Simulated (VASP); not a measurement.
# In8P7 (a cell with a defect) in VASP: single point with PBE

Aim: the single point of In8P7 (a cell with a defect) with PBE.

Program: VASP 6.6.1. These are calculated values, not measurements. Logs are shortened: lines on timing, memory, paths and dates and some standing lists are left out, and cuts for length are marked.

**1. The cell of the first run**

The cell holds a defect, 15 atoms: a = 8.193 Å, b = 8.193 Å, c = 8.193 Å, α = 60.00°, β = 60.00°, γ = 60.00°.

**2. Single point, PBE**

The input, INCAR:

```
  ALGO = Normal
  EDIFF = 1E-6
  ENCUT = 520
  GGA = PE
  ISIF = 2
  ISMEAR = -1
  LASPH = True
  LCHARG = True
  LELF = True
  LREAL = Auto
  LVHAR = True
  LWAVE = False
  NBANDS = 82
  NELM = 100
  PREC = Accurate
  SIGMA = 0.1
```

The input, KPOINTS:

```
k-points
0
Gamma
  2 2 2
```

The input, POSCAR:

```
In8P7
1.0
    0.0000000000      5.7931160000      5.7931160000
    5.7931160000      0.0000000000      5.7931160000
    5.7931160000      5.7931160000      0.0000000000
P In
7 8
Direct
    0.0879659582      0.1478370190      0.1478936379
    0.1219243668      0.1250648183      0.6315877328
    0.1333166814      0.6274483370      0.1073660531
    0.1642268168      0.5895878833      0.6179413635
    0.6166229884      0.1457221813      0.1502344334
    0.6430505621      1.0145708285     -0.3011469993
    0.6286161886      0.5856774662      0.6220808456
   -0.0055616874      0.0019864094      0.0094060778
    0.0127648057     -0.0320741031      0.5226853735
   -0.0560244262      0.5372984073     -0.0017974782
    0.0027599137      0.5084808417      0.4860545689
    0.4565498084      0.0568830315      0.0308119154
    0.4969213460     -0.0359692435      0.5247069108
    0.5223096689      0.5355926759      0.0023784264
    0.5536174314      0.4379432416      0.4554253704
```

Potentials or basis: VASP PAW PBE potentials, release 64 (P, In_d).

Launch:

```
$ cat potpaw_PBE.64/P/POTCAR potpaw_PBE.64/In_d/POTCAR > POTCAR
$ mpirun -np 1 vasp_std > vasp.out
```

OUTCAR:

```text
EDIFF = 1E-6
   ENCUT = 520
   GGA = PE
   ISIF = 2
   ISMEAR = -1
   LASPH = True
   LREAL = Auto
   NELM = 100
   PREC = Accurate

 ion  position               nearest neighbor table
   1  0.088  0.148  0.148-  12 2.48   8 2.54   9 2.54  10 2.62
   2  0.122  0.125  0.632-   9 2.52  13 2.52   8 2.53  11 2.57
   3  0.133  0.627  0.107-   8 2.51  11 2.53  10 2.64  14 2.64
   4  0.164  0.590  0.618-  11 2.53   9 2.54  15 2.63  10 2.64
   5  0.617  0.146  0.150-  12 2.48   8 2.54  13 2.54  14 2.62
   6  0.643  0.015  0.699-  12 2.47   9 2.53  13 2.54  15 2.92
   7  0.629  0.586  0.622-  11 2.53  13 2.54  15 2.63  14 2.65
   8  0.994  0.002  0.009-   3 2.51   2 2.53   5 2.54   1 2.54  11 3.98
   9  0.013  0.968  0.523-   2 2.52   6 2.53   4 2.54   1 2.54  10 3.74  15 3.84  12 3.88  13 3.96
                            11 3.97
  10  0.944  0.537  0.998-   1 2.62   3 2.64   4 2.64  14 3.44  15 3.54   9 3.74
  11  0.003  0.508  0.486-   4 2.53   7 2.53   3 2.53   2 2.57  13 3.95   9 3.97   8 3.98
  12  0.457  0.057  0.031-   6 2.47   5 2.48   1 2.48   9 3.88  13 3.88
  13  0.497  0.964  0.525-   2 2.52   6 2.54   7 2.54   5 2.54  14 3.75  15 3.87  12 3.88  11 3.95
                             9 3.96
  14  0.522  0.536  0.002-   5 2.62   3 2.64   7 2.65  10 3.44  15 3.50  13 3.75
  15  0.554  0.438  0.455-   4 2.63   7 2.63   6 2.92  14 3.50  10 3.54   9 3.84  13 3.87

  LATTYP: Found a face centered cubic cell.
 ALAT       =    11.5862320000

  Lattice vectors:

 A1 = (   0.0000000000,   5.7931160000,   5.7931160000)
 A2 = (   5.7931160000,   0.0000000000,   5.7931160000)
 A3 = (   5.7931160000,   5.7931160000,   0.0000000000)

Analysis of symmetry for initial positions (statically):
=====================================================================
 Subroutine PRICEL returns:
 Original cell was already a primitive cell.

 Routine SETGRP: Setting up the symmetry group for a
 face centered cubic supercell.

 Subroutine GETGRP returns: Found  1 space group operations
 (whereof  1 operations were pure point group operations)
 out of a pool of 48 trial point group operations.

The static configuration has the point symmetry C_1 .

Analysis of symmetry for dynamics (positions and initial velocities):
=====================================================================
 Subroutine PRICEL returns:
 Original cell was already a primitive cell.

 Routine SETGRP: Setting up the symmetry group for a
 face centered cubic supercell.
[... 129 lines left out ...]
   ISMEAR =    -1;   SIGMA  =   0.10  broadening in eV -4-tet -1-fermi 0-gaus
   EFERMI_NEDOS =   21; number of points for ismear=-14 and -15
   IALGO  =     38    algorithm
   IMIX   =      4    mixing-type and parameters
     AMIX     =   0.40;   BMIX     =  1.00
     AMIX_MAG =   1.60;   BMIX_MAG =  1.00
  volume/ion in A,a.u.               =      25.92       174.93
  Fermi-wavevector in a.u.,A,eV,Ry     =   1.161870  2.195616 18.367075  1.349942
  Thomas-Fermi vector in A             =   2.298437
   LORBIT       =      0    0 simple, 1 ext, 2 COOP (PROOUT), +10 PAW based schemes
   GGA     = PE    functional components
   LHFCALC =     F    Hartree Fock is set to
   AEXX    =    0.0000 exact exchange contribution
   IVDW    =     0    specifies the selected vdW correction
   LEPSILON=     F    determine dielectric tensor
   LRPA    =     F    only Hartree local field effects (RPA)
 non-spin polarized calculation
  energy-cutoff  :      520.00
  volume of cell :      388.84
 maximum number of plane-waves:     10489
 NGX is ok and might be reduce to    64
   NGX = 31   NGY = 31   NGZ = 31

 number of electron     139.0000007 magnetization

 Free energy of the ion-electron system (eV)
  ---------------------------------------------------
  ext. energy  EPLUGINS =         0.00000000
  ---------------------------------------------------
  free energy    TOTEN  =       -58.74764208 eV

  energy without entropy =      -58.61027061  energy(sigma->0) =      -58.67895635

 E-fermi :   5.0036     XC(G=0):  -9.2789

 val. band max:        4.9052270160   @ k =   0.0000   0.0000   0.0000
 cond. band min:       5.6049374763   @ k =   0.0000   0.5000   0.0000
 fundamental gap:      0.6997104603
 Fermi energy:         5.0035966730

 k-point     1 :       0.0000    0.0000    0.0000
  band No.  band energies     occupation
      1      -9.5357      2.00000
      2      -9.5033      2.00000
      3      -9.4836      2.00000
      4      -9.3816      2.00000
      5      -9.3712      2.00000
      6      -9.3005      2.00000
[... 661 lines left out ...]
     80       9.0056      0.00000
     81       9.2647      0.00000
 [bands above 81 left out]

------------------------ aborting loop because EDIFF is reached ----------------------------------------

  FORCE on cell =-STRESS in cart. coord.  units (eV):
  Direction    XX          YY          ZZ          XY          YZ          ZX
  --------------------------------------------------------------------------------------
  -------------------------------------------------------------------------------------
  Total        5.9682374      4.9318316      4.9556329     -0.4463427      0.3877990      0.4466590
  in kB       24.5917819     20.3213310     20.4194031     -1.8391298      1.5979037      1.8404331
  external PRESSURE =      21.7775053 kB  Pullay stress =       0.0000000 kB

 VOLUME and BASIS-vectors are now :
 -----------------------------------------------------------------------------
  energy-cutoff  :      520.00
  volume of cell :      388.84
      direct lattice vectors                 reciprocal lattice vectors
     0.000000000  5.793116000  5.793116000    -0.086309337  0.086309337  0.086309337
     5.793116000  0.000000000  5.793116000     0.086309337 -0.086309337  0.086309337
     5.793116000  5.793116000  0.000000000     0.086309337  0.086309337 -0.086309337

 POSITION                                       TOTAL-FORCE (eV/Angst)
 -----------------------------------------------------------------------------------
      1.71320      1.36636      1.36603        -0.055233      0.046951     -0.036111
      4.38338      4.36518      1.43084         0.000425      0.013489     -0.013716
      4.25687      1.39430      4.40720        -0.072647      0.028677     -0.031221
      6.99536      4.53119      4.36694         0.039669      0.074396     -0.125411
      1.71451      4.44249      4.41635        -0.057475      0.026411     -0.048183
      4.13295      7.77380      3.80968         0.183478     -0.552583      0.547735
      6.99668      7.24543      7.03454         0.040659      0.113000     -0.067723
      0.06600      5.81539      5.77240        -0.049451      0.041030     -0.040185
      8.63528      3.10193      5.68126        -0.100997      0.097603      0.057746
      8.89534     11.25126      8.58119         0.075266     -0.029107     -0.176770
      5.76146      2.83176      2.96168        -0.012171     -0.018039      0.016209
      0.50803      2.82334      2.97438        -0.024896     -0.024648      0.033635
      8.62443      5.91841      8.46347        -0.106376     -0.055989     -0.089250
      3.11653      3.03958      6.12855         0.073543      0.180671      0.031461
      5.17539      5.84550      5.74423         0.066205      0.058138     -0.058216
 -----------------------------------------------------------------------------------
    total drift:                               -0.011482     -0.011211      0.034514

  FREE ENERGIE OF THE ION-ELECTRON SYSTEM (eV)
  ---------------------------------------------------
  free  energy   TOTEN  =       -58.7476420805 eV

  energy  without entropy=      -58.6102706124  energy(sigma->0) =      -58.67895635
```

OSZICAR:

```text
N       E                     dE             d eps       ncg     rms          rms(c)
DAV:   1     0.153915822125E+04    0.15392E+04   -0.60479E+04  1312   0.196E+03
DAV:   2     0.202847658140E+03   -0.13363E+04   -0.13112E+04  1312   0.544E+02
DAV:   3    -0.401236573949E+02   -0.24297E+03   -0.23372E+03  1440   0.231E+02
DAV:   4    -0.612381515638E+02   -0.21114E+02   -0.20601E+02  1632   0.650E+01
DAV:   5    -0.620638637090E+02   -0.82571E+00   -0.82330E+00  1904   0.121E+01    0.164E+01
DAV:   6    -0.588144772057E+02    0.32494E+01   -0.73855E+00  1728   0.197E+01    0.862E+00
DAV:   7    -0.587764729438E+02    0.38004E-01   -0.33162E+00  1824   0.676E+00    0.346E+00
DAV:   8    -0.587443487640E+02    0.32124E-01   -0.49549E-01  1864   0.526E+00    0.226E+00
DAV:   9    -0.587466222663E+02   -0.22735E-02   -0.67536E-02  1760   0.279E+00    0.860E-01
DAV:  10    -0.587469220442E+02   -0.29978E-03   -0.12142E-02  1936   0.994E-01    0.374E-01
DAV:  11    -0.587473758001E+02   -0.45376E-03   -0.37001E-03  1904   0.361E-01    0.151E-01
DAV:  12    -0.587476056482E+02   -0.22985E-03   -0.83601E-04  1536   0.245E-01    0.533E-02
DAV:  13    -0.587476359515E+02   -0.30303E-04   -0.97845E-05  1616   0.123E-01    0.255E-02
DAV:  14    -0.587476418189E+02   -0.58674E-05   -0.25646E-05  1704   0.286E-02    0.129E-02
DAV:  15    -0.587476420805E+02   -0.26160E-06   -0.41790E-06  1152   0.148E-02
   1 F= -.58747642E+02 E0= -.58678956E+02  d E =-.137371E+00
```

It took 17 min on 1 thread of Intel Xeon 8259CL, shared host; peak memory 0.61 GiB.

What came out:

| Property | Result |
| --- | --- |
| Free energy | -58.7476 eV |
| Pressure | 2.2 GPa |
| Largest force | 0.799 eV/Å |
| Band gap on the k mesh | zero (an odd number of electrons rules out a gap without spin polarisation) |

Forces on the atoms (eV/Å):
```
P   -0.055  0.047 -0.036
P    0.000  0.013 -0.014
P   -0.073  0.029 -0.031
P    0.040  0.074 -0.125
P   -0.057  0.026 -0.048
P    0.183 -0.553  0.548
P    0.041  0.113 -0.068
In  -0.049  0.041 -0.040
In  -0.101  0.098  0.058
In   0.075 -0.029 -0.177
In  -0.012 -0.018  0.016
In  -0.025 -0.025  0.034
In  -0.106 -0.056 -0.089
In   0.074  0.181  0.031
In   0.066  0.058 -0.058
```

Stress tensor (GPa, compression positive):
```
 2.46 -0.18  0.18
-0.18  2.03  0.16
 0.18  0.16  2.04
```

Caveat: the k points lie up to 0.47 Å⁻¹ apart, too coarse for converged energies and pressures of a metal; spin-orbit coupling is left out, which moves the levels of the heavy elements.

The gap in the log of VASP goes by the Fermi energy; the results here count the filled bands.